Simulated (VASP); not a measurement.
MnSb (rocksalt type):

```
CELL_PARAMETERS angstrom
0.00000 2.78582 2.78582
2.78582 0.00000 2.78582
2.78582 2.78582 0.00000
ATOMIC_POSITIONS crystal
Mn 0.00000 0.00000 0.00000
Sb 0.50000 0.50000 0.50000
```

Base run:

```yaml
Program: VASP 6.6.1
Functional: LDA
Potentials_or_basis: VASP PAW LDA potentials, release 64 (Mn_pv, Sb)
Cutoff: 520 eV
k_mesh: 11 × 11 × 11
Occupations: fermi-dirac, width 0.03 eV
Spin: collinear spin, ferromagnetic start
Starting_moments: "[4.0, 0.0] μB"
```

Its results: pressure -7.3 GPa; net moment 3.70 μB per cell; site moments Mn +3.57; Sb -0.07 μB.

Q: The run is repeated on the same cell with these changes: functional from LDA to PBEsol; potentials or basis from VASP PAW LDA potentials, release 64 (Mn_pv, Sb) to VASP PAW PBE potentials, release 64 (Mn_pv, Sb). What comes out?

A: Pressure -3.7 GPa; net moment 3.78 μB per cell; site moments Mn +3.71; Sb -0.10 μB.

Caveats: the cell stands under tension; a cell with one magnetic atom can't hold antiferromagnetic order, which such compounds often take; the PAW data sets were made with another functional, which shifts forces and pressure a little (at least some runs).
